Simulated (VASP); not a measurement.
# MgO (Fm-3m) in VASP: a series of runs

The runs below take MgO through elastic constants, with LDA.

Everything below comes from runs of VASP 6.6.1. Logs are shortened: lines on timing, memory, paths and dates and some standing lists are left out, and cuts for length are marked.

## Step 1: The cell of the first run

It takes space group Fm-3m (No. 225, cubic). The conventional cell has a = 4.159 Å, b = 4.159 Å, c = 4.159 Å, α = 90.00°, β = 90.00°, γ = 90.00°. Within 2.8 Å of Mg (site symmetry m-3m) lie 6 O at 2.08 Å. Within 2.8 Å of O (site symmetry m-3m) lie 6 Mg at 2.08 Å.

## Step 2: Elastic constants, LDA

INCAR

```
  PREC = Accurate
  ENCUT = 600
  EDIFF = 1E-8
  ISMEAR = 0
  SIGMA = 0.01
  LREAL = F
  LASPH = T
  NELM = 100
  ALGO = Normal
  ISIF = 3
  LWAVE = F
  LCHARG = T
  GGA = CA
  NBANDS = 11
  IBRION = 6
  NFREE = 2
  POTIM = 0.015
  NSW = 1
```

KPOINTS

```
Automatic mesh
0
Gamma
  10 10 10
```

POSCAR

```
MgO
1.0
    0.0000000000      2.0795940661      2.0795940661
    2.0795940661      0.0000000000      2.0795940661
    2.0795940661      2.0795940661      0.0000000000
Mg O
1 1
Direct
    0.0000000000      0.0000000000      0.0000000000
    0.5000000000      0.5000000000      0.5000000000
```

Potentials or basis: VASP PAW LDA potentials, release 64 (Mg, O).

Command:

```sh
> cat potpaw_LDA.64/Mg/POTCAR potpaw_LDA.64/O/POTCAR > POTCAR
> mpirun -np 1 vasp_std > vasp.out
```

OUTCAR:

```text
PREC = Accurate
   ENCUT = 600
   EDIFF = 1E-8
   ISMEAR = 0
   LREAL = F
   LASPH = T
   NELM = 100
   ISIF = 3
   GGA = CA
   IBRION = 6
   NFREE = 2
   POTIM = 0.015
   NSW = 1

 ion  position               nearest neighbor table
   1  0.000  0.000  0.000-   2 2.08   2 2.08   2 2.08   2 2.08   2 2.08   2 2.08
   2  0.500  0.500  0.500-   1 2.08   1 2.08   1 2.08   1 2.08   1 2.08   1 2.08

  LATTYP: Found a face centered cubic cell.
 ALAT       =     4.1591881322

  Lattice vectors:

 A1 = (   0.0000000000,   2.0795940661,   2.0795940661)
 A2 = (   2.0795940661,   0.0000000000,   2.0795940661)
 A3 = (   2.0795940661,   2.0795940661,   0.0000000000)

Analysis of symmetry for initial positions (statically):
=====================================================================
 Subroutine PRICEL returns:
 Original cell was already a primitive cell.

 Routine SETGRP: Setting up the symmetry group for a
 face centered cubic supercell.

 Subroutine GETGRP returns: Found 48 space group operations
 (whereof 48 operations were pure point group operations)
 out of a pool of 48 trial point group operations.

The static configuration has the point symmetry O_h .

Analysis of symmetry for dynamics (positions and initial velocities):
=====================================================================
 Subroutine PRICEL returns:
 Original cell was already a primitive cell.

 Routine SETGRP: Setting up the symmetry group for a
 face centered cubic supercell.

 Subroutine GETGRP returns: Found 48 space group operations
 (whereof 48 operations were pure point group operations)
 out of a pool of 48 trial point group operations.

The dynamic configuration has the point symmetry O_h .

 Subroutine INISYM returns: Found 48 space group operations
 (whereof 48 operations are pure point group operations),
 and found     1 'primitive' translations

----------------------------------------------------------------------------------------

                                     Primitive cell

  volume of cell :      17.9873

  direct lattice vectors                    reciprocal lattice vectors
     0.000000000  2.079594066  2.079594066    -0.240431538  0.240431538  0.240431538
     2.079594066  0.000000000  2.079594066     0.240431538 -0.240431538  0.240431538
     2.079594066  2.079594066  0.000000000     0.240431538  0.240431538 -0.240431538

  length of vectors
     2.940990133  2.940990133  2.940990133     0.416439640  0.416439640  0.416439640

  position of ions in fractional coordinates (direct lattice)
[... 8 lines left out ...]
----------------------------------------------------------------------------------------

 KPOINTS: Automatic mesh

Automatic generation of k-mesh.
 Grid dimensions read from file:
 generate k-points for:   10   10   10

 Generating k-lattice:

  Cartesian coordinates                     Fractional coordinates (reciprocal lattice)
    -0.024043154  0.024043154  0.024043154     0.100000000  0.000000000  0.000000000
     0.024043154 -0.024043154  0.024043154     0.000000000  0.100000000  0.000000000
     0.024043154  0.024043154 -0.024043154     0.000000000  0.000000000  0.100000000

  Length of vectors
     0.041643964  0.041643964  0.041643964

  Shift w.r.t. Gamma in fractional coordinates (k-lattice)
     0.000000000  0.000000000  0.000000000

 Subroutine IBZKPT returns following result:
 ===========================================

 Found     47 irreducible k-points:
[... 98 lines left out ...]

  FORCE on cell =-STRESS in cart. coord.  units (eV):
  Direction    XX          YY          ZZ          XY          YZ          ZX
  --------------------------------------------------------------------------------------
  -------------------------------------------------------------------------------------
  Total       -0.2194188     -0.2194188     -0.2194188      0.0000000      0.0000000      0.0000000
  in kB      -19.5442373    -19.5442373    -19.5442373      0.0000000      0.0000000      0.0000000
  external PRESSURE =     -19.5442373 kB  Pullay stress =       0.0000000 kB
[... 89 lines left out ...]
  FREE ENERGIE OF THE ION-ELECTRON SYSTEM (eV)
  ---------------------------------------------------
  free  energy   TOTEN  =       -13.4471688901 eV

  energy  without entropy=      -13.4471688901  energy(sigma->0) =      -13.44716889

[... ionic steps 4 to 14 ...]

--------------------------------------- Ionic step       15  -------------------------------------------

 number of electron       8.0000000 magnetization

------------------------ aborting loop because EDIFF is reached ----------------------------------------
[... 67 lines left out ...]
--------------------------------------- Ionic step       17  -------------------------------------------

 number of electron       8.0000000 magnetization

 Free energy of the ion-electron system (eV)
  ---------------------------------------------------
  ext. energy  EPLUGINS =         0.00000000
  ---------------------------------------------------
  free energy    TOTEN  =       -13.44756186 eV

  energy without entropy =      -13.44756186  energy(sigma->0) =      -13.44756186

 E-fermi :   3.2508     XC(G=0): -11.7757

 val. band max:        3.1715367198   @ k =   0.0000   0.0000   0.0000
 cond. band min:       8.2078678615   @ k =   0.0000   0.0000   0.0000
 fundamental gap:      5.0363311417
 Fermi energy:         3.2508109224

 k-point     1 :       0.0000    0.0000    0.0000
  band No.  band energies     occupation
      1     -14.0326      2.00000
      2       3.1712      2.00000
      3       3.1715      2.00000
      4       3.1715      2.00000
      5       8.2079      0.00000
      6      18.9056      0.00000
      7      18.9062      0.00000
      8      18.9062      0.00000
      9      23.0295      0.00000
     10      24.7210      0.00000
     11      24.7217      0.00000
[... 309 lines left out ...]
 k-point    24 :       0.4000    0.3000    0.0000
  band No.  band energies     occupation
      1     -12.6420      2.00000
      2      -0.5831      2.00000
      3       1.7857      2.00000
      4       2.0203      2.00000
      5      12.8786      0.00000
      6      13.3083      0.00000
      7      16.8985      0.00000
      8      21.5302      0.00000
      9      21.7475      0.00000
     10      28.2122      0.00000
     11      30.6294      0.00000

 [... further k-points ...]
[... 5 lines left out ...]
  --------------------------------------------------------------------------------------
  -------------------------------------------------------------------------------------
  Total       -0.2098663     -0.2201468     -0.2201468      0.0000000     -0.0000000     -0.0000000
  in kB      -18.6933675    -19.6090844    -19.6090844      0.0000000     -0.0000000     -0.0000000
  external PRESSURE =     -19.3038454 kB  Pullay stress =       0.0000000 kB
[... 17 lines left out ...]
  FREE ENERGIE OF THE ION-ELECTRON SYSTEM (eV)
  ---------------------------------------------------
  free  energy   TOTEN  =       -13.4475618553 eV

  energy  without entropy=      -13.4475618553  energy(sigma->0) =      -13.44756186

 INTERNAL STRAIN TENSORS FROM STRAINED CELLS
 ============================================

 INTERNAL STRAIN TENSOR FOR ION    1 for displacements in x,y,z  (eV/Angst):
          X           Y           Z          XY          YZ          ZX
  --------------------------------------------------------------------------------
  x    -0.00000     0.00000     0.00000    -0.00000     0.00000    -0.00000
  y     0.00000    -0.00000    -0.00000     0.00000    -0.00000     0.00000
  z     0.00000     0.00000     0.00000     0.00000    -0.00000     0.00000

 INTERNAL STRAIN TENSORS FROM DISPLACED ATOMS
 ============================================

 INTERNAL STRAIN TENSOR FOR ION    1 for displacements in x,y,z  (eV/Angst):
          X           Y           Z          XY          YZ          ZX
  --------------------------------------------------------------------------------
  x     0.00000     0.00000     0.00000     0.00000     0.00000     0.00000
  y     0.00000     0.00000     0.00000     0.00000     0.00000     0.00000
  z     0.00000     0.00000     0.00000     0.00000     0.00000     0.00000

 INTERNAL STRAIN TENSOR FOR ION    2 for displacements in x,y,z  (eV/Angst):
          X           Y           Z          XY          YZ          ZX
  --------------------------------------------------------------------------------
  x     0.00000     0.00000     0.00000     0.00000     0.00000     0.00000
  y     0.00000     0.00000     0.00000     0.00000     0.00000     0.00000
  z     0.00000     0.00000     0.00000     0.00000     0.00000     0.00000

 Eigenvectors and eigenvalues of the dynamical matrix
 ----------------------------------------------------

   1 f  =   12.434568 THz    78.128695 2PiTHz  414.772544 cm-1    51.425218 meV
             X         Y         Z           dx          dy          dz
      0.000000  0.000000  0.000000    -0.000000    0.630033   -0.000000
      2.079594  2.079594  2.079594     0.000000   -0.776568   -0.000000
[... 21 lines left out ...]
   6 f/i=    0.000401 THz     0.002520 2PiTHz    0.013379 cm-1     0.001659 meV
             X         Y         Z           dx          dy          dz
      0.000000  0.000000  0.000000     0.203395   -0.616618    0.425994
      2.079594  2.079594  2.079594     0.165015   -0.500265    0.345610

--------------------------------------------------------------------------------------------------------

 ELASTIC MODULI CONTR FROM IONIC RELAXATION (kBar)
 Direction    XX          YY          ZZ          XY          YZ          ZX
 --------------------------------------------------------------------------------
 XX           0.0000      0.0000      0.0000      0.0000      0.0000      0.0000
 YY           0.0000      0.0000      0.0000      0.0000      0.0000      0.0000
 ZZ           0.0000      0.0000      0.0000      0.0000      0.0000      0.0000
 XY           0.0000      0.0000      0.0000      0.0000      0.0000      0.0000
 YZ           0.0000      0.0000      0.0000      0.0000      0.0000      0.0000
 ZX           0.0000      0.0000      0.0000      0.0000      0.0000      0.0000
 --------------------------------------------------------------------------------

 TOTAL ELASTIC MODULI (kBar)
 Direction    XX          YY          ZZ          XY          YZ          ZX
 --------------------------------------------------------------------------------
 XX        3277.0951    954.5522    954.5522      0.0000      0.0000     -0.0000
 YY         954.5522   3277.0951    954.5522     -0.0000     -0.0000      0.0000
 ZZ         954.5522    954.5522   3277.0951     -0.0000     -0.0000     -0.0000
 XY           0.0000     -0.0000     -0.0000   1546.8721      0.0000      0.0000
 YZ           0.0000     -0.0000     -0.0000      0.0000   1546.8721      0.0000
 ZX          -0.0000      0.0000     -0.0000      0.0000      0.0000   1546.8721
 --------------------------------------------------------------------------------
```

Wall time 1.9 min (1 thread of Intel Xeon 6975P-C (Granite Rapids), shared host); peak memory 0.25 GiB.

What came out:

| Property | Result |
| --- | --- |
| Elastic constants C11, C12, C44 | 328, 95, 155 GPa |
| Voigt bulk modulus | 173 GPa |
| Highest phonon frequency at Γ, LO-TO splitting left out | 415 cm⁻¹ |

Phonon frequencies in cm⁻¹ (negative: imaginary):
```
              q point        frequencies
(0.000, 0.000, 0.000)  0 0 0 415 415 415
```

Elastic tensor in Voigt notation (GPa, in the Cartesian axes of the cell as first typed):
```
328  95  95   0   0   0
 95 328  95   0   0   0
 95  95 328   0   0   0
  0   0   0 155   0   0
  0   0   0   0 155   0
  0   0   0   0   0 155
```

Clamped-ion elastic tensor (GPa):
```
328  95  95   0   0   0
 95 328  95   0   0   0
 95  95 328   0   0   0
  0   0   0 155   0   0
  0   0   0   0 155   0
  0   0   0   0   0 155
```

Caveat: the cell is under stress, which shifts elastic constants.

## Step 3: Elastic constants, LDA

INCAR

```
  PREC = Accurate
  ENCUT = 600
  EDIFF = 1E-8
  ISMEAR = 0
  SIGMA = 0.01
  LREAL = False
  LASPH = True
  NELM = 60
  ALGO = Normal
  ISIF = 3
  LWAVE = False
  LCHARG = False
  NBANDS = 11
  IBRION = 6
  NFREE = 2
  POTIM = 0.015
  NSW = 1
```

KPOINTS

```
regular mesh
0
Gamma
  10 10 10
```

POSCAR is that of step 2.

Potentials or basis: VASP PAW LDA potentials, release 64 (Mg, O).

Command:

```sh
> cat potpaw_LDA.64/Mg/POTCAR potpaw_LDA.64/O/POTCAR > POTCAR
> mpirun -np 1 vasp_std > vasp.out
```

It took 1.8 min on 1 thread of Intel Xeon 6975P-C (Granite Rapids), shared host; peak memory 0.25 GiB.

The run converged. Its results:

```
Elastic constants C11, C12, C44                         : 328, 95, 155 GPa
Voigt bulk modulus                                      : 173 GPa
Highest phonon frequency at Γ, LO-TO splitting left out : 415 cm⁻¹
```

Phonon frequencies in cm⁻¹ (negative: imaginary):
```
              q point        frequencies
(0.000, 0.000, 0.000)  0 0 0 415 415 415
```

Elastic tensor in Voigt notation (GPa, in the Cartesian axes of the cell as first typed):
```
328  95  95   0   0   0
 95 328  95   0   0   0
 95  95 328   0   0   0
  0   0   0 155   0   0
  0   0   0   0 155   0
  0   0   0   0   0 155
```

Clamped-ion elastic tensor (GPa):
```
328  95  95   0   0   0
 95 328  95   0   0   0
 95  95 328   0   0   0
  0   0   0 155   0   0
  0   0   0   0 155   0
  0   0   0   0   0 155
```

Caveat: the cell is under stress, which shifts elastic constants.
